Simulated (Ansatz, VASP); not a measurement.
# Ti3Al in VASP and in Ansatz

Contents of INCAR:

```
PREC = Accurate ; ENCUT = 520
EDIFF = 1E-7 ; ISMEAR = -1
SIGMA = 0.05 ; LREAL = F
LASPH = T ; NELM = 100
ALGO = Normal ; ISIF = 2
LWAVE = F ; LCHARG = F
GGA = PS ; NBANDS = 28
```

Contents of KPOINTS:

```
regular mesh
0
Gamma
  7 7 7
```

Contents of POSCAR:

```
Ti3Al
1.0
    0.0000000000      3.2317810000      3.2317810000
    3.2317810000      0.0000000000      3.2317810000
    3.2317810000      3.2317810000      0.0000000000
Ti Al
3 1
Direct
    0.0000000000      0.0000000000      0.0000000000
    0.2500000000      0.2500000000      0.2500000000
    0.7500000000      0.7500000000      0.7500000000
    0.5000000000      0.5000000000      0.5000000000
```

The input input.yaml:

```yaml
crystal:
  lattice:
    - [0.0, 3.231781, 3.231781]
    - [3.231781, 0.0, 3.231781]
    - [3.231781, 3.231781, 0.0]
  atoms:
    - { symbol: Ti, position: [0.0, 0.0, 0.0] }
    - { symbol: Ti, position: [0.25, 0.25, 0.25] }
    - { symbol: Ti, position: [0.75, 0.75, 0.75] }
    - { symbol: Al, position: [0.5, 0.5, 0.5] }
kpoints:
  mp_grid: { grid: [7, 7, 7] }
scf:
  occupations: { method: fermi_dirac, width: 0.05 }
hamiltonian:
  xc: pbesol
  pseudopotentials: { kind: all_electron, lapw: { basis_error: 0.001 } }
output:
  forces: true
  stress: true
  eigenvalues: true
  populations: true
```

Alike in both runs: task single point; functional PBEsol; k mesh 7 × 7 × 7; occupations fermi-dirac, width 0.05 eV; no spin polarisation.

```csv
,VASP,Ansatz
version,VASP 6.6.1,Ansatz 0.2.0
potentials or method,"VASP PAW PBE potentials, release 64 (Ti_sv, Al), cutoff 520 eV","all-electron LAPW, scalar-relativistic"
```

```tsv
	VASP	Ansatz	Ansatz less VASP
gap on the k mesh at the Fermi level (eV)	none	none	-
pressure (GPa)	-4.9	-4.8	+0.04
```

VASP's potentials were made for PBE, not for PBEsol. A gap of «none» marks a metal or a gap that the smearing closes. Ansatz ran all-electron here, and VASP with PAW potentials.
